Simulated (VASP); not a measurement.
Input of a VASP 6.6.1 run:

Contents of POSCAR:

```
CdS
1.0
    0.0000000000      2.7042729036      2.7042729036
    2.7042729036      0.0000000000      2.7042729036
    2.7042729036      2.7042729036      0.0000000000
Cd S
1 1
Direct
   -0.0063692780      0.0063692780      0.0063692780
    0.5223330012      0.4776669988      0.4776669988
```

File INCAR.step1:

```
  PREC = Accurate
  ENCUT = 520
  ISMEAR = 0
  SIGMA = 0.05
  LREAL = False
  LASPH = True
  NELM = 80
  NBANDS = 16
  GGA = PE
  ALGO = Normal
  EDIFF = 1E-4
  LWAVE = True
  LCHARG = False
```

The input INCAR.step2:

```
  PREC = Accurate
  ENCUT = 520
  EDIFF = 1E-6
  ISMEAR = 0
  SIGMA = 0.05
  LREAL = False
  LASPH = True
  NELM = 80
  ALGO = Normal
  ISIF = 2
  LWAVE = False
  LCHARG = True
  METAGGA = R2SCAN
  LMIXTAU = True
  LELF = True
  LVHAR = True
  NBANDS = 16
  ISTART = 1
```

Contents of KPOINTS:

```
regular mesh
0
Gamma
  8 8 8
```

Potentials or basis: VASP PAW PBE potentials, release 64 (Cd, S).

Launch:

```bash
$ cat potpaw_PBE.64/Cd/POTCAR potpaw_PBE.64/S/POTCAR > POTCAR
$ cp INCAR.step1 INCAR
$ mpirun -np 1 vasp_std > vasp.out
$ cp INCAR.step2 INCAR
$ mpirun -np 1 vasp_std > vasp.out
```

Predict the largest force.

0.422 eV/Å.

Estimate the pressure.

3.5 GPa.

Predict the band gap on the k mesh.

0.78 eV, indirect (least direct gap 2.50 eV).

Forces on the atoms (eV/Å):
```
Cd  -0.422  0.000  0.000
S    0.422  0.000  0.000
```

Caveat: the PAW data sets were made with another functional, which shifts forces and pressure a little. A k mesh can miss the band edges.
